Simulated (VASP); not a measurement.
Wanted: the native input for a VASP 6.6.1 run.

- Task: single point
- Functional: PBE
- Potentials or basis: VASP PAW PBE potentials, release 64 (Li_sv, S)
- Cutoff: 750 eV
- k mesh: 6 × 6 × 6
- Occupations: gaussian, width 0.01 eV
- Spin: no spin polarisation
- Dipole correction: no
- Further INCAR settings: ALGO = Normal; EDIFF = 1e-06; NBANDS = 13

The structure of Li2S lies in POSCAR:

```
Li2S
1.0
    0.0000000000      2.5949500563      2.5949500563
    2.5949500563      0.0000000000      2.5949500563
    2.5949500563      2.5949500563      0.0000000000
Li S
2 1
Direct
    0.2500000000      0.2500000000      0.2500000000
    0.7500000000      0.7500000000      0.7500000000
    0.0000000000      0.0000000000      0.0000000000
```

One way to write it, as run:

INCAR

```
SYSTEM = Li2S
  ALGO = Normal
  EDIFF = 1E-6
  ENCUT = 750
  GGA = PE
  GGA_COMPAT = .FALSE.
  ISIF = 2
  ISMEAR = 0
  LASPH = .TRUE.
  LCHARG = .FALSE.
  LREAL = .FALSE.
  LWAVE = .FALSE.
  NBANDS = 13
  NELM = 120
  PREC = Accurate
  SIGMA = 0.01
```

KPOINTS

```
k-points
0
G
  6 6 6
  0 0 0
```

Potentials or basis: VASP PAW PBE potentials, release 64 (Li_sv, S).

Launch:

```console
$ cat potpaw_PBE.64/Li_sv/POTCAR potpaw_PBE.64/S/POTCAR > POTCAR
$ mpirun -np 1 vasp_std > vasp.out
```

It gave:

```
Pressure               : 19.9 GPa
Band gap on the k mesh : 3.06 eV (least direct gap 5.15 eV)
```

Caveat: the cell stands under pressure.

Wall time 14 s on 1 thread of Intel(R) Xeon(R) Platinum 8559C (Emerald Rapids), with other jobs on the host, peak memory 0.19 GiB.
